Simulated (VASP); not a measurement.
# H (P4/mmm) in VASP: single point with PBEsol

Aim: the single point of H with PBEsol.

All numbers are computed with VASP 6.6.1; they aren't measurements. Logs are shortened: lines on timing, memory, paths and dates and some standing lists are left out, and cuts for length are marked.

### Step 1. The cell of the first run

Symmetry: P4/mmm, No. 123, tetragonal system. Conventional cell: a = 3.243 Å, b = 3.243 Å, c = 2.474 Å, α = 90.00°, β = 90.00°, γ = 90.00°. Within 3.3 Å of H (site symmetry 4/mmm) lie 6 H at 2.47 to 3.24 Å.

### Step 2. Single point, PBEsol

File INCAR:

```
SYSTEM = H
PREC = Accurate
ENCUT = 520
EDIFF = 1E-6
ISMEAR = -1
SIGMA = 0.15
LREAL = .False.
LASPH = .True.
NELM = 80
ALGO = Normal
ISIF = 2
LWAVE = .False.
LCHARG = .True.
GGA = PS
LELF = .True.
LVHAR = .True.
NBANDS = 8
```

File KPOINTS:

```
regular mesh
0
Gamma
  7 7 5
  0 0 0
```

File POSCAR:

```
H
1.0
    3.2427917000      0.0000000000      0.0000000000
    0.0000000000      3.2427917000      0.0000000000
    0.0000000000      0.0000000000      4.9480000000
H
2
Direct
    0.0000000000      0.0000000000      0.7500000000
    0.0000000000      0.0000000000      0.2500000000
```

Potentials or basis: VASP PAW PBE potentials, release 64 (H).

Run with:

```bash
> cat potpaw_PBE.64/H/POTCAR > POTCAR
> mpirun -np 1 vasp_std > vasp.out
```

OUTCAR:

```text
SYSTEM = H
   PREC = Accurate
   ENCUT = 520
   EDIFF = 1E-6
   ISMEAR = -1
   LREAL = .False.
   LASPH = .True.
   NELM = 80
   ISIF = 2
   GGA = PS

 ion  position               nearest neighbor table
   1  0.000  0.000  0.750-
   2  0.000  0.000  0.250-

  LATTYP: Found a simple tetragonal cell.
 ALAT       =     3.2427917000
 C/A-ratio  =     1.5258457705

  Lattice vectors:

 A1 = (   3.2427917000,   0.0000000000,   0.0000000000)
 A2 = (   0.0000000000,   3.2427917000,   0.0000000000)
 A3 = (   0.0000000000,   0.0000000000,   4.9480000000)

Analysis of symmetry for initial positions (statically):
=====================================================================
 Subroutine PRICEL returns following result:

  LATTYP: Found a simple tetragonal cell.
 ALAT       =     3.2427917000
 C/A-ratio  =     0.7629228852

  Lattice vectors:

 A1 = (   3.2427917000,   0.0000000000,   0.0000000000)
 A2 = (   0.0000000000,   3.2427917000,   0.0000000000)
 A3 = (   0.0000000000,   0.0000000000,   2.4740000000)

   2 primitive cells build up your supercell.

 Routine SETGRP: Setting up the symmetry group for a
 simple tetragonal supercell.

 Subroutine GETGRP returns: Found 16 space group operations
 (whereof 16 operations were pure point group operations)
 out of a pool of 16 trial point group operations.

The static configuration has the point symmetry D_4h.

Analysis of symmetry for dynamics (positions and initial velocities):
=====================================================================
 Subroutine PRICEL returns following result:

  LATTYP: Found a simple tetragonal cell.
 ALAT       =     3.2427917000
 C/A-ratio  =     0.7629228852

  Lattice vectors:

 A1 = (   3.2427917000,   0.0000000000,   0.0000000000)
 A2 = (   0.0000000000,   3.2427917000,   0.0000000000)
 A3 = (   0.0000000000,   0.0000000000,   2.4740000000)

   2 primitive cells build up your supercell.

 Routine SETGRP: Setting up the symmetry group for a
 simple tetragonal supercell.

 Subroutine GETGRP returns: Found 16 space group operations
 (whereof 16 operations were pure point group operations)
 out of a pool of 16 trial point group operations.

The dynamic configuration has the point symmetry D_4h.

 Subroutine INISYM returns: Found 16 space group operations
 (whereof 16 operations are pure point group operations),
[... 86 lines left out ...]
   ISTART =      0    job   : 0-new  1-cont  2-samecut
   ICHARG =      2    charge: 1-file 2-atom 10-const
   ISPIN  =      1    spin polarized calculation?
   LNONCOLLINEAR =      F non collinear calculations
   LSORBIT =      F    spin-orbit coupling
   LASPH  =      T    aspherical Exc in radial PAW
   ENCUT  =  520.0 eV  38.22 Ry    6.18 a.u.   6.03  6.03  9.20*2*pi/ulx,y,z
   NELM   =     80;   NELMIN=  2; NELMDL= -5     # of ELM steps
   EDIFF  = 0.1E-05   stopping-criterion for ELM
   LREAL  =      F    real-space projection
   EDIFFG = 0.1E-04   stopping-criterion for IOM
   NSW    =      0    number of steps for IOM
   IBRION =     -1    ionic relax: 0-MD 1-quasi-New 2-CG
   NFREE  =      0    steps in history (QN), initial steepest desc. (CG)
   ISIF   =      2    stress and relaxation
   ISYM   =      2    0-nonsym 1-usesym 2-fastsym
   POTIM  = 0.5000    time-step for ionic-motion
   TEBEG  =    0.0;   TEEND  =   0.0 temperature during run
   PSTRESS=    0.0 pullay stress
   NELECT =       2.0000    total number of electrons
   NUPDOWN=      -1.0000    fix difference up-down
   EMIN   =  10.00;   EMAX   =-10.00  energy-range for DOS
   EFERMI =   0.00;   METHOD = LEGACY
   ISMEAR =    -1;   SIGMA  =   0.15  broadening in eV -4-tet -1-fermi 0-gaus
   EFERMI_NEDOS =   21; number of points for ismear=-14 and -15
   IALGO  =     38    algorithm
   IMIX   =      4    mixing-type and parameters
     AMIX     =   0.40;   BMIX     =  1.00
     AMIX_MAG =   1.60;   BMIX_MAG =  1.00
  volume/ion in A,a.u.               =      26.02       175.56
  Fermi-wavevector in a.u.,A,eV,Ry     =   0.552496  1.044065  4.153199  0.305251
  Thomas-Fermi vector in A             =   1.584960
   LORBIT       =      0    0 simple, 1 ext, 2 COOP (PROOUT), +10 PAW based schemes
   GGA     = PS    functional components
   LHFCALC =     F    Hartree Fock is set to
   AEXX    =    0.0000 exact exchange contribution
   IVDW    =     0    specifies the selected vdW correction
   LEPSILON=     F    determine dielectric tensor
   LRPA    =     F    only Hartree local field effects (RPA)
 non-spin polarized calculation
  energy-cutoff  :      520.00
  volume of cell :       52.03
 maximum number of plane-waves:      1417
   NGX = 13   NGY = 13   NGZ = 19

 number of electron       1.9999999 magnetization

 Free energy of the ion-electron system (eV)
  ---------------------------------------------------
  ext. energy  EPLUGINS =         0.00000000
  ---------------------------------------------------
  free energy    TOTEN  =        -1.48899955 eV

  energy without entropy =       -1.41018101  energy(sigma->0) =       -1.44959028

 E-fermi :  -5.5228     XC(G=0):  -4.7135

 val. band max:       -5.6303365453   @ k =   0.4286   0.4286   0.2000
 cond. band min:      -5.5045948537   @ k =   0.2857   0.0000   0.4000
 fundamental gap:      0.1257416916
 Fermi energy:        -5.5227753755

 k-point     1 :       0.0000    0.0000    0.0000
  band No.  band energies     occupation
      1      -7.7504      2.00000
      2      -4.5495      0.00304
      3       1.9782      0.00000
      4       4.6531      0.00000
      5       9.4155      0.00000
      6       9.4155      0.00000
      7       9.7277      0.00000
      8      10.8064      0.00000
[... 243 lines left out ...]
 k-point    24 :       0.4286    0.0000    0.4000
  band No.  band energies     occupation
      1      -5.9367      1.88091
      2      -5.1244      0.13123
      3       1.4095      0.00000
      4       2.5981      0.00000
      5       6.9564      0.00000
      6       8.4445      0.00000
      7      12.2719      0.00000
      8      12.4059      0.00000

 [... further k-points ...]
[... 5 lines left out ...]
  --------------------------------------------------------------------------------------
  -------------------------------------------------------------------------------------
  Total       -0.3980763     -0.3980763     -4.2310167      0.0000000     -0.0000000      0.0000000
  in kB      -12.2577021    -12.2577021   -130.2829316      0.0000000     -0.0000000      0.0000000
  external PRESSURE =     -51.5994452 kB  Pullay stress =       0.0000000 kB

 VOLUME and BASIS-vectors are now :
 -----------------------------------------------------------------------------
  energy-cutoff  :      520.00
  volume of cell :       52.03
      direct lattice vectors                 reciprocal lattice vectors
     3.242791700  0.000000000  0.000000000     0.308376267  0.000000000  0.000000000
     0.000000000  3.242791700  0.000000000     0.000000000  0.308376267  0.000000000
     0.000000000  0.000000000  4.948000000     0.000000000  0.000000000  0.202101859

 POSITION                                       TOTAL-FORCE (eV/Angst)
 -----------------------------------------------------------------------------------
      0.00000      0.00000      3.71100         0.000000      0.000000     -0.000000
      0.00000      0.00000      1.23700        -0.000000      0.000000      0.000000
 -----------------------------------------------------------------------------------
    total drift:                               -0.000000     -0.000000      0.000000

  FREE ENERGIE OF THE ION-ELECTRON SYSTEM (eV)
  ---------------------------------------------------
  free  energy   TOTEN  =        -1.4889995457 eV

  energy  without entropy=       -1.4101810067  energy(sigma->0) =       -1.44959028
```

OSZICAR:

```text
N       E                     dE             d eps       ncg     rms          rms(c)
DAV:   1    -0.427410696566E+00   -0.42741E+00   -0.48419E+02   480   0.145E+02
DAV:   2    -0.147442713190E+01   -0.10470E+01   -0.10338E+01   648   0.129E+01
DAV:   3    -0.148827670962E+01   -0.13850E-01   -0.13778E-01   608   0.148E+00
DAV:   4    -0.148829520420E+01   -0.18495E-04   -0.18494E-04   656   0.532E-02
DAV:   5    -0.148829521010E+01   -0.58937E-08   -0.57209E-08   592   0.814E-04    0.787E-01
DAV:   6    -0.148812776985E+01    0.16744E-03   -0.25223E-03   560   0.169E-01    0.478E-01
DAV:   7    -0.148869313351E+01   -0.56536E-03   -0.53572E-03   552   0.255E-01    0.386E-02
DAV:   8    -0.148897827551E+01   -0.28514E-03   -0.28858E-04   504   0.591E-02    0.679E-03
DAV:   9    -0.148899735519E+01   -0.19080E-04   -0.19904E-05   552   0.171E-02    0.156E-03
DAV:  10    -0.148899947801E+01   -0.21228E-05   -0.26583E-06   528   0.632E-03    0.622E-04
DAV:  11    -0.148899954574E+01   -0.67730E-07   -0.95777E-08   632   0.119E-03
   1 F= -.14889995E+01 E0= -.14495903E+01  d E =-.788185E-01
```

stdout:

```text
POSCAR found type information on POSCAR H
 POSCAR found :  1 types and       2 ions
 scaLAPACK will be used
 -----------------------------------------------------------------------------
|                                                                             |
|                                                                             |
|     You enforced a specific xc type in the INCAR file but a different       |
|     I HOPE YOU KNOW WHAT YOU ARE DOING!                                     |
|                                                                             |
 -----------------------------------------------------------------------------

 LDA part: xc-table for (Slater+PW92), standard interpolation
 POSCAR, INCAR and KPOINTS ok, starting setup
 FFT: planning ... GRIDC
 FFT: planning ... GRID_SOFT
 FFT: planning ... GRID
 WAVECAR not read
 entering main loop
```

Run time: 4.2 s. Hardware: 1 thread of AMD EPYC 9R45 (Zen 5), shared host; peak memory 0.12 GiB.

What came out:

```yaml
Free_energy: -1.4890 eV
Pressure: -5.2 GPa
Band_gap_on_the_k_mesh: zero (band 1 reaches -5.13 eV, above the bottom of band 2 at -6.06 eV)
```

Levels at points of the mesh, in eV from the Fermi level:
| k point | band 1 | band 2 | band 3 | band 4 | band 5 |
| --- | --- | --- | --- | --- | --- |
| (0.00, 0.00, 0.00) | -2.23 | 0.97 | 7.50 | 10.18 | 14.94 |

Caveat: the PAW data sets were made with another functional, which shifts forces and pressure a little.
